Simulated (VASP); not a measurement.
Write the native input for VASP 6.6.1 that does the following.

```
Task                   : single point
Functional             : PBE
Potentials or basis    : VASP PAW PBE potentials, release 64 (O, Ti_sv)
Cutoff                 : 520 eV
k mesh                 : 8 × 5 × 1
Occupations            : gaussian, width 0.05 eV
Spin                   : no spin polarisation
Dipole correction      : yes
Further INCAR settings : ALGO = Normal; EDIFF = 1e-06; NBANDS = 114; ISYM = 0; NELMDL = -8
```

The structure of TiO2 lies in POSCAR:

```
TiO2
1.0
    3.7991999862      0.0000000000      0.0000000000
   -1.8995999931      5.2076915665      0.0000000000
    0.0000000000      0.0000000000     27.9574711214
O Ti
16 8
Direct
    0.3120637019      0.6241274039      0.2682646069
    0.5953276519      0.1906553037      0.2998968399
    0.9540478975      0.9080957949      0.3205163636
    0.2373118474      0.4746236948      0.3521485966
    0.4451195016      0.8902390032      0.3947935390
    0.7283834515      0.4567669031      0.4264257721
    0.0871036972      0.1742073943      0.4470452958
    0.3703676471      0.7407352942      0.4786775288
    0.5781753013      0.1563506026      0.5213224712
    0.8614392512      0.7228785025      0.5529547042
    0.2201594969      0.4403189937      0.5735742279
    0.5034234468      0.0068468936      0.6052064610
    0.7112311010      0.4224622020      0.6478514034
    0.9944950509      0.9889901019      0.6794836364
    0.3532152966      0.7064305931      0.7001031601
    0.6364792465      0.2729584930      0.7317353931
    0.1330557997      0.2661115994      0.2943904852
    0.4163197496      0.8326394992      0.3260227183
    0.2661115994      0.5322231988      0.4209194174
    0.5493755493      0.0987510986      0.4525516504
    0.3991673991      0.7983347982      0.5474483496
    0.6824313490      0.3648626980      0.5790805826
    0.5322231988      0.0644463976      0.6739772817
    0.8154871487      0.6309742974      0.7056095148
```

One way to write it, as run:

INCAR

```
PREC = Accurate
ENCUT = 520
EDIFF = 1E-6
ISMEAR = 0
SIGMA = 0.05
LREAL = False
LASPH = True
NELM = 120
ALGO = Normal
ISIF = 2
LWAVE = False
LCHARG = True
LDIPOL = True
IDIPOL = 3
DIPOL = 0.5 0.5 0.500
GGA = PE
LVHAR = True
LVACPOTAV = True
ISYM = 0
NBANDS = 114
GGA_COMPAT = False
NELMDL = -8
KPAR = 4
```

KPOINTS

```
Automatic mesh
0
Gamma
  8 5 1
```

Potentials or basis: VASP PAW PBE potentials, release 64 (O, Ti_sv).

Launch:

```sh
$ cat potpaw_PBE.64/O/POTCAR potpaw_PBE.64/Ti_sv/POTCAR > POTCAR
$ mpirun -np 4 vasp_std > vasp.out
```

Results of the run:

* Largest force: 4.073 eV/Å
* Band gap on the k mesh: 1.86 eV (least direct gap 2.13 eV)

It took 20 min on 4 MPI ranks on Intel(R) Xeon(R) Platinum 8559C (Emerald Rapids) (shared host), peak memory 1.1 GiB a rank.
